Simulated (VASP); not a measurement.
Wanted: the native input for a VASP 6.6.1 run.

* Task: single point
* Functional: r2SCAN
* Potentials or basis: VASP PAW PBE potentials, release 64 (Pb_d)
* Cutoff: 520 eV
* k mesh: 7 × 7 × 7
* Occupations: fermi-dirac, width 0.05 eV
* Spin: no spin polarisation
* Dipole correction: no
* Further INCAR settings: ALGO = Normal; EDIFF = 1e-06; NBANDS = 21

Crystal: Pb.

```xyz
2
Lattice="0.0000 3.3925 3.3925 3.3925 0.0000 3.3925 3.3925 3.3925 0.0000" Properties=species:S:1:pos:R:3 pbc="T T T"
Pb    1.6963    1.6963    1.6963
Pb    0.0000    0.0000    0.0000
```

One way to write it, as run:

POSCAR

```
Pb
1.0
    0.0000000000      3.3925213842      3.3925213842
    3.3925213842      0.0000000000      3.3925213842
    3.3925213842      3.3925213842      0.0000000000
Pb
2
Direct
    0.2500000000      0.2500000000      0.2500000000
    0.0000000000      0.0000000000      0.0000000000
```

INCAR.step1

```
PREC = Accurate ; ENCUT = 520
ISMEAR = -1 ; SIGMA = 0.05
LREAL = F ; LASPH = T
NELM = 80 ; NBANDS = 21
GGA = PE ; ALGO = Normal
EDIFF = 1E-4 ; LWAVE = T
LCHARG = F
```

INCAR.step2

```
PREC = Accurate ; ENCUT = 520
EDIFF = 1E-6 ; ISMEAR = -1
SIGMA = 0.05 ; LREAL = F
LASPH = T ; NELM = 80
ALGO = Normal ; ISIF = 2
LWAVE = F ; LCHARG = F
METAGGA = R2SCAN ; LMIXTAU = T
NBANDS = 21 ; ISTART = 1
```

KPOINTS

```
regular mesh
0
Gamma
  7 7 7
```

Potentials or basis: VASP PAW PBE potentials, release 64 (Pb_d).

Run with:

```console
$ cat potpaw_PBE.64/Pb_d/POTCAR > POTCAR
$ cp INCAR.step1 INCAR
$ mpirun -np 1 vasp_std > vasp.out
$ cp INCAR.step2 INCAR
$ mpirun -np 1 vasp_std > vasp.out
```

Results of the run:

```yaml
Pressure: 2.6 GPa
Band_gap_on_the_k_mesh: zero (band 14 reaches 4.99 eV, above the bottom of band 15 at 3.76 eV)
```

Caveat: the PAW data sets were made with another functional, which shifts forces and pressure a little; spin-orbit coupling is left out, which moves the levels of the heavy elements.

Wall time 55 s on 1 thread of Intel(R) Xeon(R) 6975P-C (Granite Rapids), on a shared host, peak memory 0.21 GiB.
